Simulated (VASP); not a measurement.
# Ge (Pm-3m) in VASP: a series of runs, part 2 of 2

VASP 6.6.1. Earlier steps stand in the parts before.

## Step 5: Single point, r2SCAN

This run uses another cell than the first one, of 19.55 Å³/atom, 1.435 times its volume.

The input, POSCAR:

```
Ge
1.0
    2.6939814088      0.0000000000      0.0000000000
    0.0000000000      2.6939814088      0.0000000000
    0.0000000000      0.0000000000      2.6939814088
Ge
1
Direct
    0.0000000000      0.0000000000      0.0000000000
```

The input, INCAR.step1:

```
SYSTEM = Ge
  PREC = Accurate
  ENCUT = 520
  ISMEAR = 1
  SIGMA = 0.05
  LREAL = .FALSE.
  LASPH = .TRUE.
  NELM = 100
  NBANDS = 13
  GGA = PE
  ALGO = Normal
  EDIFF = 1E-4
  LWAVE = .TRUE.
  LCHARG = .FALSE.
```

The input, INCAR.step2:

```
SYSTEM = Ge
  PREC = Accurate
  ENCUT = 520
  EDIFF = 1E-6
  ISMEAR = 1
  SIGMA = 0.05
  LREAL = .FALSE.
  LASPH = .TRUE.
  NELM = 100
  ALGO = Normal
  ISIF = 2
  LWAVE = .FALSE.
  LCHARG = .FALSE.
  METAGGA = R2SCAN
  LMIXTAU = .TRUE.
  NBANDS = 13
  ISTART = 1
```

The input, KPOINTS:

```
Automatic mesh
0
G
  8 8 8
  0 0 0
```

Started as:

```console
> cat potpaw_PBE.64/Ge_d/POTCAR > POTCAR
> cp INCAR.step1 INCAR
> mpirun -np 1 vasp_std > vasp.out
> cp INCAR.step2 INCAR
> mpirun -np 1 vasp_std > vasp.out
```

It took 22 s on 1 thread of Intel Xeon Platinum 8259CL at 2.50GHz (Skylake/Cascade Lake), shared host; peak memory 0.13 GiB.

Results (log left out):

* Free energy: -13.4658 eV
* Pressure: -0.1 GPa
* Band gap on the k mesh: zero (band 7 reaches 13.01 eV, above the bottom of band 8 at 3.20 eV)

Levels at points of the mesh, in eV from the Fermi level:
| k point | band 3 | band 4 | band 5 | band 6 | band 7 | band 8 | band 9 | band 10 | band 11 | band 12 |
| --- | --- | --- | --- | --- | --- | --- | --- | --- | --- | --- |
| (0.00, 0.00, 0.00) | -25.19 | -25.19 | -25.19 | -13.56 | 6.97 | 6.97 | 6.97 | 10.49 | 10.49 | 13.80 |
| (0.50, 0.00, 0.00) | -25.26 | -25.25 | -25.18 | -9.55 | -6.01 | 10.07 | 10.07 | 13.79 | 16.35 | 17.19 |
| (0.50, 0.50, 0.00) | -25.25 | -25.25 | -25.11 | -5.24 | -2.84 | -2.84 | 3.50 | 13.17 | 20.61 | 20.61 |
| (0.50, 0.50, 0.50) | -25.35 | -25.10 | -25.10 | -0.14 | 0.19 | 0.19 | 0.19 | 7.27 | 7.27 | 7.27 |

Caveat: the PAW data sets were made with another functional, which shifts forces and pressure a little.

## Step 6: Relaxation of cell and atoms, r2SCAN

This run uses another cell than the first one, of 19.25 Å³/atom, 1.413 times its volume.

The input, POSCAR:

```
Ge
1.0
    2.6800000000      0.0000000000      0.0000000000
    0.0000000000      2.6800000000      0.0000000000
    0.0000000000      0.0000000000      2.6800000000
Ge
1
Direct
    0.0000000000      0.0000000000      0.0000000000
```

The input, INCAR.step1:

```
PREC = Accurate ; ENCUT = 600
ISMEAR = 1 ; SIGMA = 0.05
LREAL = F ; LASPH = T
NELM = 60 ; GGA = PE
ALGO = Normal ; EDIFF = 1E-4
LWAVE = T ; LCHARG = F
```

The input, INCAR.step2:

```
PREC = Accurate ; ENCUT = 600
EDIFF = 1E-6 ; ISMEAR = 1
SIGMA = 0.05 ; LREAL = F
LASPH = T ; NELM = 60
ALGO = Normal ; ISIF = 3
LWAVE = F ; LCHARG = F
METAGGA = R2SCAN ; LMIXTAU = T
IBRION = 2 ; NSW = 60
EDIFFG = -0.01 ; ISTART = 1
```

The input, KPOINTS:

```
Automatic mesh
0
Gamma
  8 8 8
```

Potentials or basis: VASP PAW PBE potentials, release 64 (Ge_d).

Started as:

```console
> cat potpaw_PBE.64/Ge_d/POTCAR > POTCAR
> cp INCAR.step1 INCAR
> mpirun -np 1 vasp_std > vasp.out
> cp INCAR.step2 INCAR
> mpirun -np 1 vasp_std > vasp.out
```

OUTCAR:

```text
PREC = Accurate
   ENCUT = 600
   EDIFF = 1E-6
   ISMEAR = 1
   LREAL = F
   LASPH = T
   NELM = 60
   ISIF = 3
   METAGGA = R2SCAN
   IBRION = 2
   NSW = 60
   EDIFFG = -0.01
   ISTART = 1

 ion  position               nearest neighbor table
   1  0.000  0.000  0.000-

  LATTYP: Found a simple cubic cell.
 ALAT       =     2.6800000000

  Lattice vectors:

 A1 = (   2.6800000000,   0.0000000000,   0.0000000000)
[... 563 lines left out ...]
     11      20.8867      0.00000

 [... further k-points ...]

------------------------ aborting loop because EDIFF is reached ----------------------------------------

  FORCE on cell =-STRESS in cart. coord.  units (eV):
  Direction    XX          YY          ZZ          XY          YZ          ZX
  --------------------------------------------------------------------------------------
  -------------------------------------------------------------------------------------
  Total       -0.0048649     -0.0048649     -0.0048649      0.0000000      0.0000000     -0.0000000
  in kB       -0.3992543     -0.3992543     -0.3992543      0.0000000      0.0000000     -0.0000000
  external PRESSURE =      -0.3992543 kB  Pullay stress =       0.0000000 kB

 VOLUME and BASIS-vectors are now :
 -----------------------------------------------------------------------------
  energy-cutoff  :      600.00
  volume of cell :       19.52
      direct lattice vectors                 reciprocal lattice vectors
     2.692638023  0.000000000 -0.000000000     0.371383005  0.000000000 -0.000000000
     0.000000000  2.692638023  0.000000000     0.000000000  0.371383005  0.000000000
     0.000000000  0.000000000  2.692638023     0.000000000  0.000000000  0.371383005

 POSITION                                       TOTAL-FORCE (eV/Angst)
 -----------------------------------------------------------------------------------
      0.00000      0.00000      0.00000         0.000000      0.000000      0.000000
 -----------------------------------------------------------------------------------
    total drift:                                0.000000      0.000000      0.000000

  FREE ENERGIE OF THE ION-ELECTRON SYSTEM (eV)
  ---------------------------------------------------
  free  energy   TOTEN  =       -13.4661406359 eV

  energy  without entropy=      -13.4656204727  energy(sigma->0) =      -13.46596725

 reached required accuracy - stopping structural energy minimisation
```

OUTCAR.step1:

```text
PREC = Accurate
   ENCUT = 600
   ISMEAR = 1
   LREAL = F
   LASPH = T
[... 552 lines left out ...]

 POSITION                                       TOTAL-FORCE (eV/Angst)
 -----------------------------------------------------------------------------------
      0.00000      0.00000      0.00000         0.000000      0.000000      0.000000
 -----------------------------------------------------------------------------------
    total drift:                                0.000000     -0.000000      0.000000

  FREE ENERGIE OF THE ION-ELECTRON SYSTEM (eV)
  ---------------------------------------------------
  free  energy   TOTEN  =        -4.2201206528 eV

  energy  without entropy=       -4.2195457011  energy(sigma->0) =       -4.21992900
```

Wall time 40 s (1 thread of Intel Xeon Platinum 8259CL at 2.50GHz (Skylake/Cascade Lake), shared host); peak memory 0.15 GiB.

Results:

| Quantity | Value |
| --- | --- |
| Free energy | -13.4661 eV |
| Relaxed volume | 19.52 Å³/atom |
| Relaxed cell | a = 2.693 Å, b = 2.693 Å, c = 2.693 Å, α = 90.00°, β = 90.00°, γ = 90.00° |
| Space group after relaxing (to 0.05 Å) | Pm-3m (No. 221) |
| Energy gained by relaxing | 0.6 meV/atom |
| Ionic steps | 2 |
| Pressure after relaxing | 0.0 GPa |
| Band gap on the k mesh | zero (band 7 reaches 13.04 eV, above the bottom of band 8 at 3.21 eV) |

Step by step:
| step | energy change (eV) | largest force (eV/Å) | pressure (GPa) | volume (Å³) |
| --- | --- | --- | --- | --- |
| 1 | 0.0000 | 0.0000 | 0.81 | 19.25 |
| 2 | -0.0006 | 0.0000 | -0.04 | 19.52 |

Final structure:
```
Ge
1.0
     2.69264    0.00000    0.00000
     0.00000    2.69264    0.00000
     0.00000    0.00000    2.69264
Ge
1
Direct
  0.00000 0.00000 0.00000
```

Levels at points of the mesh, in eV from the Fermi level:
```
           k point  band 4  band 5  band 6  band 7  band 8  band 9  band 10  band 11
(0.00, 0.00, 0.00)  -25.18  -25.18  -13.57    6.98    6.98    6.98    10.49    10.49
(0.50, 0.00, 0.00)  -25.25  -25.18   -9.56   -6.02   10.08   10.08    13.80    16.36
(0.50, 0.50, 0.00)  -25.25  -25.11   -5.23   -2.84   -2.84    3.49    13.19    20.62
(0.50, 0.50, 0.50)  -25.10  -25.10   -0.12    0.19    0.19    0.19     7.27     7.27
```

Caveat: the PAW data sets were made with another functional, which shifts forces and pressure a little.

## Step 7: Summary

| task | cell | cutoff (eV) | gap on the mesh (eV) | pressure (GPa) |
| --- | --- | --- | --- | --- |
| single point | a = 2.388 Å, 1 atom | 520 | none | 60.0 |
| single point | a = 2.447 Å, 1 atom | 520 | none | 39.9 |
| single point | a = 2.540 Å, 1 atom | 520 | none | 19.9 |
| single point | a = 2.694 Å, 1 atom | 520 | none | -0.1 |
| relaxation of cell and atoms | relaxed from a = 2.680 Å, 1 atom | 600 | none | 0.0 |

Alike in all rows: level r2SCAN; potentials or basis VASP PAW PBE potentials, release 64 (Ge_d); no spin polarisation; k mesh 8 × 8 × 8; smearing methfessel-paxton 0.05 eV.

Caveats: the PAW data sets were made with another functional, which shifts forces and pressure a little.

Absolute energies hang on the potentials; compare differences alone.
